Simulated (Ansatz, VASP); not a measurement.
**Ru: VASP beside Ansatz**

```
Ru
1.0
     2.75887    0.00000    0.00000
    -1.37943    2.38925    0.00000
     0.00000    0.00000    4.36588
Ru
2
Direct
  0.66667 0.33333 0.75000
  0.33333 0.66667 0.25000
```

Change from the starting cell: volume scaled by 1.06.

Alike in both runs: task single point; functional PBEsol; k mesh 11 × 11 × 6; occupations fermi-dirac, width 0.05 eV; no spin polarisation.

|  | VASP | Ansatz |
| --- | --- | --- |
| version | VASP 6.6.1 | Ansatz 0.2.0 |
| potentials or method | VASP PAW PBE potentials, release 64 (Ru_pv), cutoff 520 eV | all-electron LAPW, scalar-relativistic |

```csv
,VASP,Ansatz,Ansatz less VASP
gap on the k mesh at the Fermi level (eV),none,none,-
pressure (GPa),-22.3,-22.2,+0.08
"traceless stress, the component that is largest in VASP (GPa)",-1.02,-1.03,-0.006
```

VASP's potentials were made for PBE, not for PBEsol. A gap of «none» marks a metal or a gap that the smearing closes. Ansatz ran all-electron here, and VASP with PAW potentials.
